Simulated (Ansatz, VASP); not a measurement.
**ZnSe in VASP and in Ansatz**

```
CELL_PARAMETERS angstrom
0.00000 2.74266 2.91431
2.91431 0.00000 2.91431
2.91431 2.74266 0.00000
ATOMIC_POSITIONS crystal
Zn 0.00000 0.00000 0.00000
Se 0.75000 0.75000 0.75000
```

Alike in both runs: task single point; functional LDA; k mesh 10 × 10 × 10; occupations gaussian, width 0.05 eV; no spin polarisation.

```csv
,VASP,Ansatz
version,VASP 6.6.1,Ansatz 0.2.0
potentials or method,"VASP PAW LDA potentials, release 64 (Zn, Se), cutoff 520 eV","scalar-relativistic, plane waves, PAW"
valence electrons in the cell,18,28
```

|  | VASP | Ansatz | Ansatz less VASP |
| --- | --- | --- | --- |
| gap on the k mesh at the Fermi level (eV) | 0.83 | 0.80 | -0.038 |
| least direct gap on the mesh (eV) | 0.83 | 0.80 | -0.038 |
| pressure (GPa) | -4.4 | -4.7 | -0.28 |
| traceless stress, the component that is largest in VASP (GPa) | 1.46 | 1.47 | +0.013 |

Ansatz warns that its potentials were made for another functional, while VASP's fit it. LDA's correlation is that of Perdew and Zunger in VASP and of Perdew and Wang (1992) in Ansatz. VASP's potentials hold 18 valence electrons a cell and Ansatz's 28, so a difference there can come from the potentials and not from the codes.
